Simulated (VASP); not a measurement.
Crystal: Al.

```
Al
1.0
     0.00000    2.01993    2.01993
     2.01993    0.00000    2.01993
     2.01993    2.01993    0.00000
Al
1
Direct
  0.00000 0.00000 0.00000
```

Base run:

```yaml
Program: VASP 6.6.1
Functional: PBE0
Potentials_or_basis: VASP PAW PBE potentials, release 64 (Al)
Cutoff: 520 eV
k_mesh: 9 × 9 × 9
Occupations: fermi-dirac, width 0.05 eV
Spin: no spin polarisation
```

Its results: pressure -0.8 GPa.

Problem. The run is repeated on the same cell with these changes: functional from PBE0 to r2SCANh; further incar settings from ALGO = Normal; EDIFF = 1e-06; NBANDS = 8 to ALGO = Normal; EDIFF = 1e-07; NBANDS = 8. What comes out?

Solution. Pressure -2.6 GPa.

Caveats: the PAW data sets were made with another functional, which shifts forces and pressure a little.
